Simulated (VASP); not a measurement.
# In2O3 (I2_13) in VASP: electric field gradients with PBE

Aim: the electric field gradients of In2O3 with PBE.

All numbers are computed with VASP 6.6.1; they aren't measurements. Logs are shortened: lines on timing, memory, paths and dates and some standing lists are left out, and cuts for length are marked.

### Step 1. The cell of the first run

The typed cell holds 40 atoms: a = 8.764 Å, b = 8.764 Å, c = 8.764 Å, α = 109.47°, β = 109.47°, γ = 109.47°.

### Step 2. Electric field gradients, PBE

Contents of INCAR:

```
ALGO = Normal
EDIFF = 1E-8
ENCUT = 520
GGA = PE
ISIF = 2
ISMEAR = -1
LASPH = True
LCHARG = False
LEFG = True
LREAL = Auto
LWAVE = False
NBANDS = 202
NELECT = 351.0
NELM = 100
PREC = Accurate
SIGMA = 0.02
```

Contents of KPOINTS:

```
k-points
0
Gamma
  3 3 3
```

Contents of POSCAR:

```
In2O3
1.0
   -5.0600000000      5.0600000000      5.0600000000
    5.0600000000     -5.0600000000      5.0600000000
    5.0600000000      5.0600000000     -5.0600000000
In O
16 24
Direct
    0.5000563614      0.5000563614      0.5000563614
    0.5000000000      0.0000000000     -0.0000563614
   -0.0000563614      0.5000000000      0.0000000000
    0.0000000000     -0.0000563614      0.5000000000
    0.2500000000      0.2162312703     -0.0337687297
    0.7500000000      0.2837687297      0.5337687297
   -0.0337687297      0.2500000000      0.2162312703
    0.5337687297      0.7500000000      0.2837687297
    0.2162312703     -0.0337687297      0.2500000000
    0.2837687297      0.5337687297      0.7500000000
    0.2500000000      0.7162957176      0.4662957176
    0.7500000000      0.7837042824      1.0337042824
    0.4662957176      0.2500000000      0.7162957176
    1.0337042824      0.7500000000      0.7837042824
    0.7162957176      0.4662957176      0.2500000000
    0.7837042824      1.0337042824      0.7500000000
    0.4541760290      0.4638612255      0.2274374085
    0.7364238170      0.2267386204      0.2725625915
    0.0458239710      0.2732613796      0.0096851965
    0.7635761830      0.0361387745      0.4903148035
    0.2274374085      0.4541760290      0.4638612255
    0.2725625915      0.7364238170      0.2267386204
    0.0096851965      0.0458239710      0.2732613796
    0.4903148035      0.7635761830      0.0361387745
    0.4638612255      0.2274374085      0.4541760290
    0.2267386204      0.2725625915      0.7364238170
    0.2732613796      0.0096851965      0.0458239710
    0.0361387745      0.4903148035      0.7635761830
    0.7725646483      0.5457685786      0.5360924082
    0.5096761704      0.2364722401     -0.0360924082
    0.7274353517      0.2635277599      0.7732039303
   -0.0096761704     -0.0457685786      0.7267960697
    0.5360924082      0.7725646483      0.5457685786
   -0.0360924082      0.5096761704      0.2364722401
    0.7732039303      0.7274353517      0.2635277599
    0.7267960697     -0.0096761704     -0.0457685786
    0.5457685786      0.5360924082      0.7725646483
    0.2364722401     -0.0360924082      0.5096761704
    0.2635277599      0.7732039303      0.7274353517
   -0.0457685786      0.7267960697     -0.0096761704
```

Potentials or basis: VASP PAW PBE potentials, release 64 (In_d, O).

On the command line:

```sh
$ cat potpaw_PBE.64/In_d/POTCAR potpaw_PBE.64/O/POTCAR > POTCAR
$ mpirun -np 1 vasp_std > vasp.out
```

OUTCAR:

```text
EDIFF = 1E-8
   ENCUT = 520
   GGA = PE
   ISIF = 2
   ISMEAR = -1
   LASPH = True
   LREAL = Auto
   NELECT = 351.0
   NELM = 100
   PREC = Accurate

 ion  position               nearest neighbor table
   1  0.500  0.500  0.500-  37 2.18  33 2.18  29 2.18  17 2.18  21 2.18  25 2.18   6 3.35   8 3.35
                            10 3.35  11 3.35  13 3.35  15 3.35  14 3.83  16 3.83  12 3.83   5 3.83
   2  0.500  0.000  1.000-  30 2.18  36 2.18  39 2.18  27 2.18  18 2.18  24 2.18   5 3.35   7 3.35
                            10 3.35  12 3.35  14 3.35  15 3.35  13 3.83  16 3.83  11 3.83   8 3.83
   3  1.000  0.500  0.000-  31 2.18  34 2.18  40 2.18  19 2.18  22 2.18  28 2.18   6 3.35   7 3.35
                             9 3.35  11 3.35  14 3.35  16 3.35  15 3.83  12 3.83  13 3.83   5 3.83
   4  0.000  1.000  0.500-  35 2.18  38 2.18  32 2.18  23 2.18  26 2.18  20 2.18   5 3.35   8 3.35
                             9 3.35  12 3.35  13 3.35  16 3.35  14 3.83  11 3.83  15 3.83   7 3.83
   5  0.250  0.216  0.966-  17 2.13  19 2.13  26 2.19  27 2.19  30 2.23  32 2.23   2 3.35   4 3.35
                            14 3.36  13 3.36  15 3.36  16 3.36   3 3.83   1 3.83  10 3.84   9 3.84
   6  0.750  0.284  0.534-  18 2.13  20 2.13  28 2.19  25 2.19  29 2.23  31 2.23   1 3.35   3 3.35
                            13 3.36  14 3.36  16 3.36  15 3.36   4 3.83   2 3.83   7 3.84  10 3.84
   7  0.966  0.250  0.216-  21 2.13  23 2.13  18 2.19  19 2.19  34 2.23  36 2.23   2 3.35   3 3.35
                            15 3.36  16 3.36  11 3.36  12 3.36   1 3.83   4 3.83   6 3.84  10 3.84
   8  0.534  0.750  0.284-  22 2.13  24 2.13  20 2.19  17 2.19  33 2.23  35 2.23   1 3.35   4 3.35
                            15 3.36  16 3.36  12 3.36  11 3.36   2 3.83   3 3.83  10 3.84   5 3.84
   9  0.216  0.966  0.250-  25 2.13  27 2.13  22 2.19  23 2.19  38 2.23  40 2.23   3 3.35   4 3.35
[... 37 lines left out ...]
  39  0.264  0.773  0.727-  11 2.13   2 2.18  14 2.19  10 2.23
  40  0.954  0.727  0.990-  12 2.13   3 2.18  14 2.19   9 2.23

  LATTYP: Found a body centered cubic cell.
 ALAT       =    10.1200000000

  Lattice vectors:

 A1 = (  -5.0600000000,   5.0600000000,   5.0600000000)
 A2 = (   5.0600000000,  -5.0600000000,   5.0600000000)
 A3 = (   5.0600000000,   5.0600000000,  -5.0600000000)

Analysis of symmetry for initial positions (statically):
=====================================================================
 Subroutine PRICEL returns:
 Original cell was already a primitive cell.

 Routine SETGRP: Setting up the symmetry group for a
 body centered cubic supercell.

 Subroutine GETGRP returns: Found 12 space group operations
 (whereof  3 operations were pure point group operations)
 out of a pool of 48 trial point group operations.

The static configuration has the point symmetry C_3 .
 The point group associated with its full space group is T   .

Analysis of symmetry for dynamics (positions and initial velocities):
=====================================================================
 Subroutine PRICEL returns:
 Original cell was already a primitive cell.

 Routine SETGRP: Setting up the symmetry group for a
 body centered cubic supercell.

 Subroutine GETGRP returns: Found 12 space group operations
 (whereof  3 operations were pure point group operations)
 out of a pool of 48 trial point group operations.

The dynamic configuration has the point symmetry C_3 .
 The point group associated with its full space group is T   .

 Subroutine INISYM returns: Found 12 space group operations
 (whereof  3 operations are pure point group operations),
 and found     1 'primitive' translations

----------------------------------------------------------------------------------------

                                     Primitive cell

  volume of cell :     518.2169

  direct lattice vectors                    reciprocal lattice vectors
    -5.060000000  5.060000000  5.060000000     0.000000000  0.098814229  0.098814229
     5.060000000 -5.060000000  5.060000000     0.098814229  0.000000000  0.098814229
     5.060000000  5.060000000 -5.060000000     0.098814229  0.098814229  0.000000000

  length of vectors
     8.764177086  8.764177086  8.764177086     0.139744423  0.139744423  0.139744423

  position of ions in fractional coordinates (direct lattice)
     0.500056361  0.500056361  0.500056361
     0.500000000  0.000000000  0.999943639
     0.999943639  0.500000000  0.000000000
     0.000000000  0.999943639  0.500000000
     0.250000000  0.216231270  0.966231270
     0.750000000  0.283768730  0.533768730
[... 32 lines left out ...]
     0.263527760  0.773203930  0.727435352
[... 103 lines left out ...]
   POTIM  = 0.5000    time-step for ionic-motion
   TEBEG  =    0.0;   TEEND  =   0.0 temperature during run
   PSTRESS=    0.0 pullay stress
   NELECT =     351.0000    total number of electrons
   NUPDOWN=      -1.0000    fix difference up-down
   EMIN   =  10.00;   EMAX   =-10.00  energy-range for DOS
   EFERMI =   0.00;   METHOD = LEGACY
   ISMEAR =    -1;   SIGMA  =   0.02  broadening in eV -4-tet -1-fermi 0-gaus
   EFERMI_NEDOS =   21; number of points for ismear=-14 and -15
   IALGO  =     38    algorithm
   IMIX   =      4    mixing-type and parameters
     AMIX     =   0.40;   BMIX     =  1.00
     AMIX_MAG =   1.60;   BMIX_MAG =  1.00
  volume/ion in A,a.u.               =      12.96        87.43
  Fermi-wavevector in a.u.,A,eV,Ry     =   1.437717  2.716891 28.123646  2.067030
  Thomas-Fermi vector in A             =   2.556764
   LORBIT       =      0    0 simple, 1 ext, 2 COOP (PROOUT), +10 PAW based schemes
   GGA     = PE    functional components
   LHFCALC =     F    Hartree Fock is set to
   AEXX    =    0.0000 exact exchange contribution
   IVDW    =     0    specifies the selected vdW correction
   LEPSILON=     F    determine dielectric tensor
   LRPA    =     F    only Hartree local field effects (RPA)
 non-spin polarized calculation
  energy-cutoff  :      520.00
  volume of cell :      518.22
 maximum number of plane-waves:     14027
 NGX is ok and might be reduce to    70
   NGX = 33   NGY = 33   NGZ = 33

 number of electron     351.0000041 magnetization

 Free energy of the ion-electron system (eV)
  ---------------------------------------------------
  ext. energy  EPLUGINS =         0.00000000
  ---------------------------------------------------
  free energy    TOTEN  =      -227.86808514 eV

  energy without entropy =     -227.83733655  energy(sigma->0) =     -227.85271085

 E-fermi :   5.4311     XC(G=0): -10.9940

 val. band max:        5.4073449617   @ k =   0.3333   0.0000   0.0000
 cond. band min:       5.4416716662   @ k =   0.3333   0.0000   0.0000
 fundamental gap:      0.0343267044
 Fermi energy:         5.4311205290

 k-point     1 :       0.0000    0.0000    0.0000
  band No.  band energies     occupation
      1     -12.3357      2.00000
      2     -11.7264      2.00000
      3     -11.7264      2.00000
      4     -11.6489      2.00000
      5     -11.6489      2.00000
      6     -11.6489      2.00000
[... 749 lines left out ...]
    186      11.3871      0.00000
    187      12.0606      0.00000
 [bands above 187 left out]

------------------------ aborting loop because EDIFF is reached ----------------------------------------

  FORCE on cell =-STRESS in cart. coord.  units (eV):
  Direction    XX          YY          ZZ          XY          YZ          ZX
  --------------------------------------------------------------------------------------
  -------------------------------------------------------------------------------------
  Total       15.2743044     15.2743044     15.2743044      0.0000000      0.0000000      0.0000000
  in kB       47.2237511     47.2237511     47.2237511      0.0000000      0.0000000      0.0000000
  external PRESSURE =      47.2237511 kB  Pullay stress =       0.0000000 kB

 VOLUME and BASIS-vectors are now :
 -----------------------------------------------------------------------------
  energy-cutoff  :      520.00
  volume of cell :      518.22
      direct lattice vectors                 reciprocal lattice vectors
    -5.060000000  5.060000000  5.060000000     0.000000000  0.098814229  0.098814229
     5.060000000 -5.060000000  5.060000000     0.098814229  0.000000000  0.098814229
     5.060000000  5.060000000 -5.060000000     0.098814229  0.098814229  0.000000000

 POSITION                                       TOTAL-FORCE (eV/Angst)
 -----------------------------------------------------------------------------------
      2.53029      2.53029      2.53029        -0.006251     -0.006251     -0.006251
      2.52971      7.58971     -2.52971         0.006251      0.006251     -0.006251
     -2.52971      2.52971      7.58971        -0.006251      0.006251      0.006251
      7.58971     -2.52971      2.52971         0.006251     -0.006251      0.006251
      4.71826      5.06000     -2.53000         0.036181     -0.000000      0.000000
      0.34174      5.06000      2.53000        -0.036181      0.000000     -0.000000
[... 32 lines left out ...]
      6.25978      1.10186      1.56504         0.006797      0.020412     -0.003369
      3.86022      6.16186      3.49496        -0.006797      0.020412      0.003369
 -----------------------------------------------------------------------------------
    total drift:                                0.000000     -0.000000      0.000000

  FREE ENERGIE OF THE ION-ELECTRON SYSTEM (eV)
  ---------------------------------------------------
  free  energy   TOTEN  =      -227.8680851402 eV

  energy  without entropy=     -227.8373365525  energy(sigma->0) =     -227.85271085

 Electric field gradients (V/A^2)
---------------------------------------------------------------------
 ion       V_xx      V_yy      V_zz      V_xy      V_xz      V_yz
---------------------------------------------------------------------
   1       0.000    -0.000     0.000    39.764    39.764    39.764
   2       0.000     0.000    -0.000    39.765   -39.763   -39.763
   3      -0.000     0.000     0.000   -39.763   -39.763    39.765
   4       0.000    -0.000     0.000   -39.763    39.765   -39.763
   5      -0.736   -15.406    16.142    -0.000    -0.000   -43.605
   6      -0.736   -15.406    16.142    -0.000    -0.000    43.605
[... 32 lines left out ...]
  39       7.631    -0.983    -6.648    13.373   -12.388     5.618
  40       7.633    -0.985    -6.647   -13.371   -12.391    -5.617
---------------------------------------------------------------------

 Electric field gradients after diagonalization (V/A^2)
 (convention: |V_zz| > |V_xx| > |V_yy|)
----------------------------------------------------------------------
 ion       V_xx      V_yy      V_zz     asymmetry (V_yy - V_xx)/ V_zz
----------------------------------------------------------------------
   1     -39.764   -39.764    79.528       0.000
   2     -39.764   -39.763    79.528       0.000
   3     -39.764   -39.763    79.528       0.000
   4     -39.764   -39.763    79.528       0.000
   5     -46.003    -0.736    46.738       0.969
   6     -46.003    -0.736    46.739       0.969
[... 32 lines left out ...]
  39      19.467     1.727   -21.194       0.837
  40      19.468     1.727   -21.194       0.837
----------------------------------------------------------------------

           NMR quadrupolar parameters

 Cq : quadrupolar parameter    Cq=e*Q*V_zz/h
 eta: asymmetry parameters     (V_yy - V_xx)/ V_zz
 Q  : nuclear electric quadrupole moment in mb (millibarn)
----------------------------------------------------------------------
 ion       Cq(MHz)       eta       Q (mb)
----------------------------------------------------------------------
   1       0.192       0.000       1.000
   2       0.192       0.000       1.000
   3       0.192       0.000       1.000
   4       0.192       0.000       1.000
   5       0.113       0.969       1.000
   6       0.113       0.969       1.000
[... 32 lines left out ...]
  39      -0.051       0.837       1.000
  40      -0.051       0.837       1.000
----------------------------------------------------------------------
```

It took 37 min on 1 thread of Oxide Virtual Turin-like, shared host; peak memory 0.8 GiB.

Results:

| Item | Value |
| --- | --- |
| Free energy | -227.8681 eV |
| Largest force | 0.036 eV/Å |
| Largest electric field gradient by atom | In +79.5, +46.7, +46.8 (each value once); O -21.1, -21.2 (each value once) V/Å² |

Forces in eV/Å, atoms in the order of the input:
```
In  -0.006 -0.006 -0.006
In   0.006  0.006 -0.006
In  -0.006  0.006  0.006
In   0.006 -0.006  0.006
In   0.036  0.000  0.000
In  -0.036  0.000  0.000
In   0.000  0.036  0.000
In   0.000 -0.036  0.000
In   0.000  0.000  0.036
In   0.000  0.000 -0.036
In   0.022  0.000  0.000
In  -0.022  0.000  0.000
In   0.000  0.022  0.000
In   0.000 -0.022  0.000
In   0.000  0.000  0.022
In   0.000  0.000 -0.022
O    0.006  0.025  0.009
O   -0.006 -0.025  0.009
O    0.006 -0.025 -0.009
O   -0.006  0.025 -0.009
O    0.009  0.006  0.025
O    0.009 -0.006 -0.025
O   -0.009  0.006 -0.025
O   -0.009 -0.006  0.025
O    0.025  0.009  0.006
O   -0.025  0.009 -0.006
O   -0.025 -0.009  0.006
O    0.025 -0.009 -0.006
O   -0.003 -0.007 -0.020
O    0.003  0.007 -0.020
O   -0.003  0.007  0.020
O    0.003 -0.007  0.020
O   -0.020 -0.003 -0.007
O   -0.020  0.003  0.007
O    0.020 -0.003  0.007
O    0.020  0.003 -0.007
O   -0.007 -0.020 -0.003
O    0.007 -0.020  0.003
O    0.007  0.020 -0.003
O   -0.007  0.020  0.003
```

Electric field gradients, principal values (V/Å²):
```csv
atom,least,middle,greatest (by size)
1 In,-39.764,-39.764,79.528
2 In,-39.763,-39.764,79.528
3 In,-39.763,-39.764,79.528
4 In,-39.763,-39.764,79.528
5 In,-0.736,-46.003,46.738
6 In,-0.736,-46.003,46.739
7 In,-0.736,-46.003,46.738
8 In,-0.736,-46.003,46.739
9 In,-0.736,-46.003,46.738
10 In,-0.736,-46.003,46.739
11 In,-0.857,-45.948,46.805
12 In,-0.857,-45.947,46.804
13 In,-0.857,-45.948,46.805
14 In,-0.857,-45.947,46.804
15 In,-0.857,-45.948,46.805
16 In,-0.857,-45.947,46.804
17 O,1.638,19.468,-21.106
18 O,1.642,19.464,-21.106
19 O,1.641,19.465,-21.107
20 O,1.644,19.463,-21.107
21 O,1.638,19.468,-21.106
22 O,1.642,19.464,-21.106
23 O,1.641,19.465,-21.107
24 O,1.644,19.463,-21.107
25 O,1.638,19.468,-21.106
26 O,1.642,19.464,-21.106
27 O,1.641,19.465,-21.107
28 O,1.644,19.463,-21.107
29 O,1.724,19.471,-21.194
30 O,1.729,19.465,-21.195
31 O,1.727,19.467,-21.194
32 O,1.727,19.468,-21.194
33 O,1.724,19.471,-21.194
34 O,1.729,19.465,-21.195
35 O,1.727,19.467,-21.194
36 O,1.727,19.468,-21.194
37 O,1.724,19.471,-21.194
38 O,1.729,19.465,-21.195
39 O,1.727,19.467,-21.194
40 O,1.727,19.468,-21.194
```

Caveat: the cell carries a net charge on a neutralising background, which shifts energy and pressure; the cell is charged against a uniform background, so pressure and absolute levels hang on convention; without QUAD_EFG the Cq values of the log hold for a quadrupole moment of 1 mb, not for the nuclei; spin-orbit coupling is left out, which moves the levels of the heavy elements; an odd number of electrons without spin polarisation forces a metal; a magnetic or distorted state may lie lower.
